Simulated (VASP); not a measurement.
Runs of VASP 6.6.1 on Ti. The structure is that of space group P6_3/mmc (No. 194), or close to it. The cells are those of the table. 

| cell | gap on the mesh (eV) | pressure (GPa) |
| --- | --- | --- |
| a = 2.900, b = 2.900, c = 4.601 Å, angles 90.0, 90.0, 120.0°, 2 atoms | none | (a) |
| a = 2.960, b = 2.960, c = 4.696 Å, angles 90.0, 90.0, 120.0°, 2 atoms | none | -6.8 |
| a = 3.017, b = 3.017, c = 4.787 Å, angles 90.0, 90.0, 120.0°, 2 atoms | none | -11.7 |
| a = 2.989, b = 2.989, c = 4.742 Å, angles 90.0, 90.0, 120.0°, 2 atoms | none | (b) |
| a = 2.930, b = 2.930, c = 4.649 Å, angles 90.0, 90.0, 120.0°, 2 atoms | none | -3.9 |

Alike in all rows: task single point; level PBEsol; potentials or basis VASP PAW PBE potentials, release 64 (Ti_sv); no spin polarisation; k mesh 10 × 10 × 6; cutoff (eV) 520; smearing methfessel-paxton 0.1 eV.

Problem. Fill in the values left out.

Solution. (a) -0.5; (b) -9.4.

Caveats: the PAW data sets were made with another functional, which shifts forces and pressure a little.

A gap of «none» marks levels without a gap at the run's occupations.
